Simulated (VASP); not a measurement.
# AlNi in VASP: a series of runs

Runs on AlNi. Level: PBE. Tasks: single point, relaxation of the atoms.

Everything below comes from runs of VASP 6.6.1. Logs are shortened: lines on timing, memory, paths and dates and some standing lists are left out, and cuts for length are marked.

### Step 1. The cell of the first run

The cell holds a slab with vacuum, 14 atoms: a = 2.893 Å, b = 4.091 Å, c = 27.274 Å, α = 90.00°, β = 90.00°, γ = 90.00°.

### Step 2. Single point, PBE

The input, INCAR:

```
ALGO     = Normal         # electronic algorithm
DIPOL    = 0.5 0.5 0.500
EDIFF    = 1E-6           # SCF threshold, eV
ENCUT    = 520            # plane-wave cutoff, eV
GGA      = PE             # functional
IDIPOL   = 3            
ISIF     = 2              # what is computed and relaxed
ISMEAR   = 0              # smearing method
LASPH    = True           # aspherical terms in the spheres
LCHARG   = False          # write CHGCAR
LDIPOL   = True         
LREAL    = False          # projectors in reciprocal space
LWAVE    = False          # write WAVECAR
NBANDS   = 58             # bands
NELM     = 80             # most SCF steps
PREC     = Accurate       # precision mode
SIGMA    = 0.1            # smearing width, eV
```

The input, KPOINTS:

```
k-points
0
Gamma
  12 9 1
```

The input, POSCAR:

```
AlNi
1.0
    2.8930835185      0.0000000000      0.0000000000
    0.0000000000      4.0914379490      0.0000000000
    0.0000000000      0.0000000000     27.2743138470
Al Ni
7 7
Direct
    0.0000000000      0.5000000000      0.2749840030
    0.0000000000      0.0000000000      0.3499893353
    0.0000000000      0.5000000000      0.4249946677
    0.0000000000      0.0000000000      0.5000000000
    0.0000000000      0.5000000000      0.5750053323
    0.0000000000      0.0000000000      0.6500106647
    0.0000000000      0.5000000000      0.7250159970
    0.5000000000      0.0000000000      0.2749840030
    0.5000000000      0.5000000000      0.3499893353
    0.5000000000      0.0000000000      0.4249946677
    0.5000000000      0.5000000000      0.5000000000
    0.5000000000      0.0000000000      0.5750053323
    0.5000000000      0.5000000000      0.6500106647
    0.5000000000      0.0000000000      0.7250159970
```

Potentials or basis: VASP PAW PBE potentials, release 64 (Al, Ni).

Started as:

```sh
cat potpaw_PBE.64/Al/POTCAR potpaw_PBE.64/Ni/POTCAR > POTCAR
mpirun -np 1 vasp_std > vasp.out
```

OUTCAR:

```text
EDIFF = 1E-6
   ENCUT = 520
   GGA = PE
   ISIF = 2
   ISMEAR = 0
   LASPH = True
   LREAL = False
   NELM = 80
   PREC = Accurate

 ion  position               nearest neighbor table
   1  0.000  0.500  0.275-   9 2.51   9 2.51   8 2.51   8 2.51   8 2.51   8 2.51   2 2.89   2 2.89

   2  0.000  0.000  0.350-   8 2.51   8 2.51   9 2.51   9 2.51   9 2.51   9 2.51  10 2.51  10 2.51
                             1 2.89   1 2.89   3 2.89   3 2.89
   3  0.000  0.500  0.425-  11 2.51  11 2.51  10 2.51  10 2.51  10 2.51  10 2.51   9 2.51   9 2.51
                             4 2.89   4 2.89   2 2.89   2 2.89
   4  0.000  0.000  0.500-  10 2.51  12 2.51  10 2.51  12 2.51  11 2.51  11 2.51  11 2.51  11 2.51
                             3 2.89   3 2.89   5 2.89   5 2.89
   5  0.000  0.500  0.575-  11 2.51  11 2.51  12 2.51  12 2.51  12 2.51  12 2.51  13 2.51  13 2.51
                             4 2.89   4 2.89   6 2.89   6 2.89
   6  0.000  0.000  0.650-  14 2.51  14 2.51  13 2.51  13 2.51  13 2.51  13 2.51  12 2.51  12 2.51
                             7 2.89   7 2.89   5 2.89   5 2.89
   7  0.000  0.500  0.725-  13 2.51  13 2.51  14 2.51  14 2.51  14 2.51  14 2.51   6 2.89   6 2.89

   8  0.500  0.000  0.275-   2 2.51   2 2.51   1 2.51   1 2.51   1 2.51   1 2.51   9 2.89   9 2.89

   9  0.500  0.500  0.350-   1 2.51   1 2.51   2 2.51   2 2.51   2 2.51   2 2.51   3 2.51   3 2.51
                             8 2.89   8 2.89  10 2.89  10 2.89
  10  0.500  0.000  0.425-   4 2.51   4 2.51   3 2.51   3 2.51   3 2.51   3 2.51   2 2.51   2 2.51
                            11 2.89  11 2.89   9 2.89   9 2.89
  11  0.500  0.500  0.500-   3 2.51   5 2.51   3 2.51   5 2.51   4 2.51   4 2.51   4 2.51   4 2.51
                            12 2.89  10 2.89  10 2.89  12 2.89
  12  0.500  0.000  0.575-   4 2.51   4 2.51   5 2.51   5 2.51   5 2.51   5 2.51   6 2.51   6 2.51
                            11 2.89  11 2.89  13 2.89  13 2.89
  13  0.500  0.500  0.650-   7 2.51   7 2.51   6 2.51   6 2.51   6 2.51   6 2.51   5 2.51   5 2.51
                            14 2.89  14 2.89  12 2.89  12 2.89
  14  0.500  0.000  0.725-   6 2.51   6 2.51   7 2.51   7 2.51   7 2.51   7 2.51  13 2.89  13 2.89

  LATTYP: Found a simple orthorhombic cell.
 ALAT       =     2.8930835185
 B/A-ratio  =     1.4142135624
 C/A-ratio  =     9.4274201462

  Lattice vectors:

 A1 = (   2.8930835185,   0.0000000000,   0.0000000000)
 A2 = (   0.0000000000,   4.0914379490,   0.0000000000)
 A3 = (   0.0000000000,   0.0000000000,  27.2743138470)

Analysis of symmetry for initial positions (statically):
=====================================================================
 Subroutine PRICEL returns:
 Original cell was already a primitive cell.

 Routine SETGRP: Setting up the symmetry group for a
 simple orthorhombic supercell.

[... 170 lines left out ...]
   IVDW    =     0    specifies the selected vdW correction
   LEPSILON=     F    determine dielectric tensor
   LRPA    =     F    only Hartree local field effects (RPA)
 non-spin polarized calculation
 Gauss-broadening in eV      SIGMA  =   0.10
  energy-cutoff  :      520.00
  volume of cell :      322.84
 maximum number of plane-waves:      8769
 NGX is ok and might be reduce to    24
   NGX = 11   NGY = 15   NGZ =101

 dipolmoment           0.000000      0.000000      0.000000 electrons x Angstroem

 number of electron      91.0000061 magnetization

 dipolmoment           0.000000      0.000000     -0.000000 electrons x Angstroem

 Free energy of the ion-electron system (eV)
  ---------------------------------------------------
  ext. energy  EPLUGINS =         0.00000000
  ---------------------------------------------------
  free energy    TOTEN  =       -71.35800701 eV

  energy without entropy =      -71.32353527  energy(sigma->0) =      -71.34077114

 E-fermi :   2.8901     XC(G=0):  -7.0355

 val. band max:        2.8704655684   @ k =   0.3333   0.1111   0.0000
 cond. band min:       2.8965672433   @ k =   0.1667   0.0000   0.0000
 fundamental gap:      0.0261016749
 Fermi energy:         2.8900777629

 k-point     1 :       0.0000    0.0000    0.0000
  band No.  band energies     occupation
      1      -7.9802      2.00000
      2      -7.4454      2.00000
      3      -6.6153      2.00000
      4      -5.5543      2.00000
      5      -4.3047      2.00000
      6      -3.0559      2.00000
[... 1429 lines left out ...]
     56       7.7791      0.00000
     57       8.5284      0.00000

 [... further k-points ...]

 [bands above 57 left out]

------------------------ aborting loop because EDIFF is reached ----------------------------------------

 vacuum level on the upper side and lower side of the slab       (xc-potential included)        -0.216        -0.216

  FORCE on cell =-STRESS in cart. coord.  units (eV):
  Direction    XX          YY          ZZ          XY          YZ          ZX
  --------------------------------------------------------------------------------------
  -------------------------------------------------------------------------------------
  Total       -5.0051772     -3.4623805     -0.6500716     -0.0000000      0.0000000      0.0000000
  in kB      -24.8392952    -17.1828262     -3.2261235     -0.0000000      0.0000000      0.0000000
  external PRESSURE =     -15.0827483 kB  Pullay stress =       0.0000000 kB

 VOLUME and BASIS-vectors are now :
 -----------------------------------------------------------------------------
  energy-cutoff  :      520.00
  volume of cell :      322.84
      direct lattice vectors                 reciprocal lattice vectors
     2.893083519  0.000000000  0.000000000     0.345651964  0.000000000  0.000000000
     0.000000000  4.091437949  0.000000000     0.000000000  0.244412848  0.000000000
     0.000000000  0.000000000 27.274313847     0.000000000  0.000000000  0.036664534

 POSITION                                       TOTAL-FORCE (eV/Angst)
 -----------------------------------------------------------------------------------
      0.00000      2.04572      7.50000         0.000000      0.000000     -0.447930
      0.00000      0.00000      9.54572         0.000000      0.000000     -0.369678
      0.00000      2.04572     11.59144         0.000000      0.000000     -0.001141
      0.00000      0.00000     13.63716         0.000000      0.000000      0.000000
      0.00000      2.04572     15.68288         0.000000      0.000000      0.001141
      0.00000      0.00000     17.72859         0.000000      0.000000      0.369678
      0.00000      2.04572     19.77431         0.000000     -0.000000      0.447930
      1.44654      0.00000      7.50000         0.000000      0.000000      0.572966
      1.44654      2.04572      9.54572         0.000000      0.000000      0.284843
      1.44654      0.00000     11.59144         0.000000     -0.000000     -0.045321
      1.44654      2.04572     13.63716         0.000000      0.000000      0.000000
      1.44654      0.00000     15.68288         0.000000      0.000000      0.045321
      1.44654      2.04572     17.72859         0.000000      0.000000     -0.284843
      1.44654      0.00000     19.77431         0.000000      0.000000     -0.572966
 -----------------------------------------------------------------------------------
    total drift:                                0.000000      0.000000     -0.000000

  FREE ENERGIE OF THE ION-ELECTRON SYSTEM (eV)
  ---------------------------------------------------
  free  energy   TOTEN  =       -71.3580070062 eV

  energy  without entropy=      -71.3235352685  energy(sigma->0) =      -71.34077114

 vacuum level on the upper side and lower side of the slab         7.601         7.601
```

stdout:

```text
POSCAR found type information on POSCAR AlNi
 POSCAR found :  2 types and      14 ions
 scaLAPACK will be used
 LDA part: xc-table for (Slater+PW92), standard interpolation
 POSCAR, INCAR and KPOINTS ok, starting setup
 FFT: planning ... GRIDC
 FFT: planning ... GRID_SOFT
 FFT: planning ... GRID
 WAVECAR not read
 entering main loop
```

Wall time 38 min (1 thread of Intel Xeon 8259CL, shared host); peak memory 0.68 GiB.

Results:

```
Free energy            : -71.3580 eV
Largest force          : 0.573 eV/Å
Band gap on the k mesh : zero (an odd number of electrons rules out a gap without spin polarisation)
```

Forces in eV/Å, atoms in the order of the input:
```
Al   0.000  0.000 -0.448
Al   0.000  0.000 -0.370
Al   0.000  0.000 -0.001
Al   0.000  0.000  0.000
Al   0.000  0.000  0.001
Al   0.000  0.000  0.370
Al   0.000  0.000  0.448
Ni   0.000  0.000  0.573
Ni   0.000  0.000  0.285
Ni   0.000  0.000 -0.045
Ni   0.000  0.000  0.000
Ni   0.000  0.000  0.045
Ni   0.000  0.000 -0.285
Ni   0.000  0.000 -0.573
```

Spin polarisation is off, so any magnetic state and its effect on volume and gap are missing.

(Continued in part 2 of 2.)
